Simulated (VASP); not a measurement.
# BaSiGe in VASP: a series of runs, part 2 of 3

VASP 6.6.1. The steps go on from the part before.

## Step 3: Single point, PBE+D3(BJ)

Input file INCAR:

```
PREC = Accurate
ENCUT = 520
EDIFF = 1E-6
ISMEAR = 0
SIGMA = 0.1
LREAL = F
LASPH = T
NELM = 100
ALGO = Normal
ISIF = 2
LWAVE = F
LCHARG = F
LDIPOL = T
IDIPOL = 3
DIPOL = 0.5 0.5 0.287
GGA = PE
IVDW = 12
NBANDS = 37
```

Input file KPOINTS:

```
Automatic mesh
0
Gamma
  8 8 1
```

Input file POSCAR:

```
BaSiGe
1.0
    4.6571315318      0.0000000000      0.0000000000
    0.0000000000      4.6571315318      0.0000000000
    0.0000000000      0.0000000000     40.0490317200
Ba Si Ge
2 2 2
Direct
    0.0000000000      0.0000000000      0.2163358098
    0.5000000000      0.5000000000      0.3579602221
    0.5000000000      0.5000000000      0.2178389841
    0.0000000000      0.0000000000      0.3564570478
    0.5000000000      0.5000000000      0.2743411346
    0.0000000000      0.0000000000      0.2999548973
```

Potentials or basis: VASP PAW PBE potentials, release 64 (Ba_sv, Si, Ge_d).

The run is started by

```bash
$ cat potpaw_PBE.64/Ba_sv/POTCAR potpaw_PBE.64/Si/POTCAR potpaw_PBE.64/Ge_d/POTCAR > POTCAR
$ mpirun -np 1 vasp_std > vasp.out
```

OUTCAR:

```text
PREC = Accurate
   ENCUT = 520
   EDIFF = 1E-6
   ISMEAR = 0
   LREAL = F
   LASPH = T
   NELM = 100
   ISIF = 2
   GGA = PE
   IVDW = 12
 IVDW          = 12

 ion  position               nearest neighbor table
   1  0.000  0.000  0.216-   3 3.29   3 3.29   3 3.29   3 3.29   6 3.35
   2  0.500  0.500  0.358-   4 3.29   4 3.29   4 3.29   4 3.29   5 3.35
   3  0.500  0.500  0.218-   5 2.26   1 3.29   1 3.29   1 3.29   1 3.29
   4  0.000  0.000  0.356-   6 2.26   2 3.29   2 3.29   2 3.29   2 3.29
   5  0.500  0.500  0.274-   3 2.26   2 3.35
   6  0.000  0.000  0.300-   4 2.26   1 3.35

  LATTYP: Found a simple tetragonal cell.
 ALAT       =     4.6571315318
 C/A-ratio  =     8.5995062511

  Lattice vectors:

 A1 = (   4.6571315318,   0.0000000000,   0.0000000000)
 A2 = (   0.0000000000,   4.6571315318,   0.0000000000)
 A3 = (   0.0000000000,   0.0000000000,  40.0490317200)

Analysis of symmetry for initial positions (statically):
=====================================================================
 Subroutine PRICEL returns:
 Original cell was already a primitive cell.

 Routine SETGRP: Setting up the symmetry group for a
 simple tetragonal supercell.

 Subroutine GETGRP returns: Found 16 space group operations
 (whereof  8 operations were pure point group operations)
 out of a pool of 16 trial point group operations.

The static configuration has the point symmetry C_4v.
 The point group associated with its full space group is D_4h.

Analysis of symmetry for dynamics (positions and initial velocities):
=====================================================================
 Subroutine PRICEL returns:
 Original cell was already a primitive cell.

 Routine SETGRP: Setting up the symmetry group for a
 simple tetragonal supercell.

 Subroutine GETGRP returns: Found 16 space group operations
 (whereof  8 operations were pure point group operations)
 out of a pool of 16 trial point group operations.

The dynamic configuration has the point symmetry C_4v.
 The point group associated with its full space group is D_4h.

 Subroutine INISYM returns: Found 16 space group operations
 (whereof  8 operations are pure point group operations),
 and found     1 'primitive' translations

----------------------------------------------------------------------------------------

                                     Primitive cell

  volume of cell :     868.6184

  direct lattice vectors                    reciprocal lattice vectors
     4.657131532  0.000000000  0.000000000     0.214724449  0.000000000  0.000000000
     0.000000000  4.657131532  0.000000000     0.000000000  0.214724449  0.000000000
     0.000000000  0.000000000 40.049031720     0.000000000  0.000000000  0.024969393

  length of vectors
     4.657131532  4.657131532 40.049031720     0.214724449  0.214724449  0.024969393

  position of ions in fractional coordinates (direct lattice)
     0.000000000  0.000000000  0.216335810
     0.500000000  0.500000000  0.357960222
     0.500000000  0.500000000  0.217838984
     0.000000000  0.000000000  0.356457048
     0.500000000  0.500000000  0.274341135
     0.000000000  0.000000000  0.299954897

  ion indices of the primitive-cell ions
   primitive index   ion index
[... 50 lines left out ...]
   k-points           NKPTS =     15   k-points in BZ     NKDIM =     15   number of bands    NBANDS=     37
   number of dos      NEDOS =    301   number of ions     NIONS =      6
   total plane-waves  NPLWV = 388800
   dimension x,y,z NGX =    36 NGY =   36 NGZ =  300
   dimension x,y,z NGXF=    72 NGYF=   72 NGZF=  600
   ions per type =               2   2   2
   NGX,Y,Z   is equivalent  to a cutoff of  12.85, 12.85, 12.45 a.u.
   NGXF,Y,Z  is equivalent  to a cutoff of  25.70, 25.70, 24.91 a.u.
 SYSTEM =  unknown system
   PREC   = accura    normal or accurate (medium, high low for compatibility)
   ISTART =      0    job   : 0-new  1-cont  2-samecut
   ICHARG =      2    charge: 1-file 2-atom 10-const
   ISPIN  =      1    spin polarized calculation?
   LNONCOLLINEAR =      F non collinear calculations
   LSORBIT =      F    spin-orbit coupling
   LASPH  =      T    aspherical Exc in radial PAW
   ENCUT  =  520.0 eV  38.22 Ry    6.18 a.u.   8.66  8.66 74.46*2*pi/ulx,y,z
   NELM   =    100;   NELMIN=  2; NELMDL= -5     # of ELM steps
   EDIFF  = 0.1E-05   stopping-criterion for ELM
   LREAL  =      F    real-space projection
   EDIFFG = 0.1E-04   stopping-criterion for IOM
   NSW    =      0    number of steps for IOM
   IBRION =     -1    ionic relax: 0-MD 1-quasi-New 2-CG
   NFREE  =      0    steps in history (QN), initial steepest desc. (CG)
   ISIF   =      2    stress and relaxation
   ISYM   =      2    0-nonsym 1-usesym 2-fastsym
   POTIM  = 0.5000    time-step for ionic-motion
   TEBEG  =    0.0;   TEEND  =   0.0 temperature during run
   PSTRESS=    0.0 pullay stress
   NELECT =      56.0000    total number of electrons
   NUPDOWN=      -1.0000    fix difference up-down
   EMIN   =  10.00;   EMAX   =-10.00  energy-range for DOS
   EFERMI =   0.00;   METHOD = LEGACY
   ISMEAR =     0;   SIGMA  =   0.10  broadening in eV -4-tet -1-fermi 0-gaus
   EFERMI_NEDOS =   21; number of points for ismear=-14 and -15
   IALGO  =     38    algorithm
   IMIX   =      4    mixing-type and parameters
     AMIX     =   0.40;   BMIX     =  1.00
     AMIX_MAG =   1.60;   BMIX_MAG =  1.00
  volume/ion in A,a.u.               =     144.77       976.95
  Fermi-wavevector in a.u.,A,eV,Ry     =   0.656439  1.240490  5.862919  0.430912
  Thomas-Fermi vector in A             =   1.727632
   LORBIT       =      0    0 simple, 1 ext, 2 COOP (PROOUT), +10 PAW based schemes
   GGA     = PE    functional components
   LHFCALC =     F    Hartree Fock is set to
   AEXX    =    0.0000 exact exchange contribution
   IVDW    =    12    specifies the selected vdW correction
   LEPSILON=     F    determine dielectric tensor
   LRPA    =     F    only Hartree local field effects (RPA)
 non-spin polarized calculation
 Gauss-broadening in eV      SIGMA  =   0.10
  energy-cutoff  :      520.00
  volume of cell :      868.62
 maximum number of plane-waves:     23501
 NGX is ok and might be reduce to    36
   NGX = 17   NGY = 17   NGZ =149

 dipolmoment           0.000000      0.000000     -0.000002 electrons x Angstroem

 number of electron      56.0000026 magnetization

 dipolmoment           0.000000      0.000000      0.000001 electrons x Angstroem

 Free energy of the ion-electron system (eV)
  ---------------------------------------------------
  ext. energy  EPLUGINS =         0.00000000
  ---------------------------------------------------
  free energy    TOTEN  =       -23.25859197 eV

  energy without entropy =      -23.24845387  energy(sigma->0) =      -23.25352292

 E-fermi :  -1.3836     XC(G=0):  -2.2986

 val. band max:       -1.4382672569   @ k =   0.1250   0.0000   0.0000
 cond. band min:      -1.3787843977   @ k =   0.3750   0.3750   0.0000
 fundamental gap:      0.0594828593
 Fermi energy:        -1.3835927115

 k-point     1 :       0.0000    0.0000    0.0000
  band No.  band energies     occupation
      1     -29.3977      2.00000
      2     -29.3975      2.00000
      3     -25.7606      2.00000
      4     -25.7527      2.00000
      5     -25.7410      2.00000
      6     -25.7335      2.00000
[... 589 lines left out ...]
     36       1.7976      0.00000
     37       2.9590      0.00000

------------------------ aborting loop because EDIFF is reached ----------------------------------------

 vacuum level on the upper side and lower side of the slab       (xc-potential included)        -0.006        -0.006

 Edisp (eV)   -1.19456

 E8    (eV) :    -0.6055

  FORCE on cell =-STRESS in cart. coord.  units (eV):
  Direction    XX          YY          ZZ          XY          YZ          ZX
  --------------------------------------------------------------------------------------
  -------------------------------------------------------------------------------------
  Total       0.33187     0.33187     0.12136     0.00000     0.00000     0.00000
  in kB       0.61214     0.61214     0.22385     0.00000     0.00000     0.00000
  external pressure =        0.48 kB  Pullay stress =        0.00 kB

 VOLUME and BASIS-vectors are now :
 -----------------------------------------------------------------------------
  energy-cutoff  :      520.00
  volume of cell :      868.62
      direct lattice vectors                 reciprocal lattice vectors
     4.657131532  0.000000000  0.000000000     0.214724449  0.000000000  0.000000000
     0.000000000  4.657131532  0.000000000     0.000000000  0.214724449  0.000000000
     0.000000000  0.000000000 40.049031720     0.000000000  0.000000000  0.024969393

 POSITION                                       TOTAL-FORCE (eV/Angst)
 -----------------------------------------------------------------------------------
      0.00000      0.00000      8.66404         0.000000     -0.000000     -0.017381
      2.32857      2.32857     14.33596         0.000000      0.000000      0.017381
      2.32857      2.32857      8.72424         0.000000      0.000000     -0.007224
      0.00000      0.00000     14.27576         0.000000     -0.000000      0.007224
      2.32857      2.32857     10.98710         0.000000      0.000000     -0.005537
      0.00000      0.00000     12.01290         0.000000      0.000000      0.005537
 -----------------------------------------------------------------------------------
    total drift:                                0.000000      0.000000     -0.000061

  FREE ENERGIE OF THE ION-ELECTRON SYSTEM (eV)
  ---------------------------------------------------
  free  energy   TOTEN  =       -24.4531486521 eV

  energy  without entropy=      -24.4430105569  energy(sigma->0) =      -24.44807960

 vacuum level on the upper side and lower side of the slab         1.278         1.278
```

stdout:

```text
POSCAR found type information on POSCAR BaSiGe
 POSCAR found :  3 types and       6 ions
 scaLAPACK will be used
 LDA part: xc-table for (Slater+PW92), standard interpolation
 POSCAR, INCAR and KPOINTS ok, starting setup
 FFT: planning ... GRIDC
 FFT: planning ... GRID_SOFT
 FFT: planning ... GRID
 WAVECAR not read
 entering main loop
```

Wall time 9.4 min (1 thread of Intel Xeon 6975P-C (Granite Rapids), shared host); peak memory 1.1 GiB.

What came out:

```
Free energy                : -24.4531 eV
Largest force              : 0.017 eV/Å
Band gap on the k mesh     : zero (band 28 reaches -1.14 eV, above the bottom of band 29 at -1.38 eV)
Dispersion energy per atom : -0.199 eV
```

Forces on the atoms (eV/Å):
```
Ba   0.000  0.000 -0.017
Ba   0.000  0.000  0.017
Si   0.000  0.000 -0.007
Si   0.000  0.000  0.007
Ge   0.000  0.000 -0.006
Ge   0.000  0.000  0.006
```

Caveat: spin-orbit coupling is left out, which moves the levels of the heavy elements.

## Step 4: Single point, PBE+D3(BJ)

This run uses another cell than the first one, of 143.44 Å³/atom, 0.991 times its volume.

Input file INCAR:

```
SYSTEM = BaSiGe
ALGO     = Normal         ! electronic algorithm
DIPOL    = 0.5 0.5 0.287
EDIFF    = 1E-7           ! SCF threshold, eV
ENCUT    = 520            ! plane-wave cutoff, eV
GGA      = PE             ! functional
IDIPOL   = 3            
ISIF     = 2              ! what is computed and relaxed
ISMEAR   = 0              ! smearing method
IVDW     = 12             ! dispersion correction
LASPH    = .TRUE.         ! aspherical terms in the spheres
LCHARG   = .FALSE.        ! write CHGCAR
LDIPOL   = .TRUE.       
LREAL    = .FALSE.        ! projectors in reciprocal space
LWAVE    = .FALSE.        ! write WAVECAR
NBANDS   = 37             ! bands
NELM     = 100            ! most SCF steps
PREC     = Accurate       ! precision mode
SIGMA    = 0.1            ! smearing width, eV
```

Input file KPOINTS:

```
k-points
0
G
  8 8 1
  0 0 0
```

Input file POSCAR:

```
BaSiGe
1.0
    4.6356851121      0.0000000000      0.0000000000
    0.0000000000      4.6356851121      0.0000000000
    0.0000000000      0.0000000000     40.0490317200
Ba Si Ge
2 2 2
Direct
    0.0000000000      0.0000000000      0.2160170416
    0.5000000000      0.5000000000      0.3582789903
    0.5000000000      0.5000000000      0.2179556516
    0.0000000000      0.0000000000      0.3563403803
    0.5000000000      0.5000000000      0.2749308274
    0.0000000000      0.0000000000      0.2993652046
```

The run is started by

```bash
$ cat potpaw_PBE.64/Ba_sv/POTCAR potpaw_PBE.64/Si/POTCAR potpaw_PBE.64/Ge_d/POTCAR > POTCAR
$ mpirun -np 1 vasp_std > vasp.out
```

It took 9.4 min on 1 thread of Intel Xeon 6975P-C (Granite Rapids), shared host; peak memory 1.1 GiB.

The run converged. Its results:

```yaml
Free_energy: -24.4453 eV
Largest_force: 0.186 eV/Å
Band_gap_on_the_k_mesh: zero (band 28 reaches -1.06 eV, above the bottom of band 29 at -1.36 eV)
Dispersion_energy_per_atom: -0.201 eV
```

Forces in eV/Å, atoms in the order of the input:
```
Ba   0.000  0.000 -0.029
Ba   0.000  0.000  0.029
Si   0.000  0.000  0.137
Si   0.000  0.000 -0.137
Ge   0.000  0.000 -0.186
Ge   0.000  0.000  0.186
```

Levels at points of the mesh, in eV from the Fermi level:
| k point | band 26 | band 27 | band 28 | band 29 | band 30 | band 31 |
| --- | --- | --- | --- | --- | --- | --- |
| (0.00, 0.00, 0.00) | -1.20 | 0.29 | 0.29 | 0.79 | 0.90 | 1.06 |
| (0.50, 0.00, 0.00) | -1.33 | -1.20 | -1.20 | 0.96 | 0.96 | 1.39 |
| (0.50, 0.50, 0.00) | -1.11 | -0.52 | -0.52 | 0.41 | 0.41 | 1.44 |

Caveat: spin-orbit coupling is left out, which moves the levels of the heavy elements.

## Step 5: Single point, PBE+D3(BJ)

This run uses another cell than the first one, of 75.25 Å³/atom, 0.520 times its volume.

Input file INCAR:

```
SYSTEM = BaSiGe
PREC = Accurate ; ENCUT = 520
EDIFF = 1E-6 ; ISMEAR = 0
SIGMA = 0.1 ; LREAL = .False.
LASPH = .True. ; NELM = 100
ALGO = Normal ; ISIF = 2
LWAVE = .False. ; LCHARG = .False.
LDIPOL = .True. ; IDIPOL = 3
DIPOL = 0.5 0.5 0.500 ; GGA = PE
IVDW = 12 ; NBANDS = 37
```

Input file KPOINTS:

```
Automatic mesh
0
Gamma
  4 4 1
  0 0 0
```

Input file POSCAR:

```
BaSiGe
1.0
    4.4306339000      0.0000000000      0.0000000000
    0.0000000000      4.4306339000      0.0000000000
    0.0000000000      0.0000000000     23.0000000000
Ba Si Ge
2 2 2
Direct
    0.0000000000      0.0000000000      0.3741248300
    0.5000000000      0.5000000000      0.6258751700
    0.5000000000      0.5000000000      0.3233800900
    0.0000000000      0.0000000000      0.6766199100
    0.5000000000      0.5000000000      0.4295652200
    0.0000000000      0.0000000000      0.5704347800
```

The run is started by

```bash
$ cat potpaw_PBE.64/Ba_sv/POTCAR potpaw_PBE.64/Si/POTCAR potpaw_PBE.64/Ge_d/POTCAR > POTCAR
$ mpirun -np 1 vasp_std > vasp.out
```

It took 1.7 min on 1 thread of Intel Xeon 6975P-C (Granite Rapids), shared host; peak memory 0.57 GiB.

The run converged. Its results:

* Free energy: -22.2367 eV
* Largest force: 1.586 eV/Å
* Band gap on the k mesh: zero (band 28 reaches -0.89 eV, above the bottom of band 29 at -1.78 eV)
* Dispersion energy per atom: -0.174 eV

Forces on the atoms (eV/Å):
```
Ba   0.000  0.000  0.023
Ba   0.000  0.000 -0.023
Si   0.000  0.000  1.586
Si   0.000  0.000 -1.586
Ge   0.000  0.000 -1.068
Ge   0.000  0.000  1.068
```

Levels at points of the mesh, in eV from the Fermi level:
```
           k point  band 25  band 26  band 27  band 28  band 29  band 30  band 31  band 32
(0.00, 0.00, 0.00)     0.47     0.47     0.62     0.62     1.09     1.14     1.30     1.30
(0.50, 0.00, 0.00)    -0.79    -0.79    -0.55    -0.55     0.81     0.81     2.53     2.53
(0.50, 0.50, 0.00)    -0.46    -0.46    -0.42    -0.42    -0.27    -0.27    -0.10    -0.10
```

Caveat: spin-orbit coupling is left out, which moves the levels of the heavy elements.

[end of part 2 of 3]
